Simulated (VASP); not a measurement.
Input of a VASP 6.6.1 run:

INCAR

```
ALGO = Normal
EDIFF = 1E-6
ENCUT = 520
GGA = PE
ISIF = 2
ISMEAR = 0
LASPH = True
LCHARG = True
LELF = True
LREAL = False
LVHAR = True
LWAVE = False
NBANDS = 16
NELM = 60
PREC = Accurate
SIGMA = 0.019000000000000003
```

KPOINTS

```
k-points
0
Gamma
  8 8 8
```

File POSCAR:

```
GaP
1.0
    0.0000000000      2.7252500000      2.7252500000
    2.7252500000      0.0000000000      2.7252500000
    2.7252500000      2.7252500000      0.0000000000
Ga P
1 1
Direct
    0.0000000000      0.0000000000      0.0000000000
    0.7500000000      0.7500000000      0.7500000000
```

Potentials or basis: VASP PAW PBE potentials, release 64 (Ga_d, P).

Run with:

```console
$ cat potpaw_PBE.64/Ga_d/POTCAR potpaw_PBE.64/P/POTCAR > POTCAR
$ mpirun -np 1 vasp_std > vasp.out
```

(1) Estimate the band gap on the k mesh.

(2) Predict the pressure.

## Answers

(1) 1.64 eV (least direct gap 1.83 eV).

(2) 2.4 GPa.
